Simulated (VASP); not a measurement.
Here is a VASP 6.6.1 calculation.

Contents of INCAR:

```
ALGO     = Normal         # electronic algorithm
EDIFF    = 1E-6           # SCF threshold, eV
ENCUT    = 520            # plane-wave cutoff, eV
GGA      = PE             # functional
ISIF     = 2              # what is computed and relaxed
ISMEAR   = -1             # smearing method
LASPH    = True           # aspherical terms in the spheres
LCHARG   = False          # write CHGCAR
LREAL    = False          # projectors in reciprocal space
LWAVE    = False          # write WAVECAR
NBANDS   = 12             # bands
NELM     = 60             # most SCF steps
PREC     = Accurate       # precision mode
SIGMA    = 0.1            # smearing width, eV
```

KPOINTS

```
k-points
0
Gamma
  21 21 21
```

Contents of POSCAR:

```
Ag
1.0
    0.0000000000      2.0166027781      2.0166027781
    2.0166027781      0.0000000000      2.0166027781
    2.0166027781      2.0166027781      0.0000000000
Ag
1
Direct
    0.0000000000      0.0000000000      0.0000000000
```

Potentials or basis: VASP PAW PBE potentials, release 64 (Ag).

The run is started by

```console
$ cat potpaw_PBE.64/Ag/POTCAR > POTCAR
$ mpirun -np 1 vasp_std > vasp.out
```

**Question.** Predict the pressure.

**Answer.** 9.6 GPa.
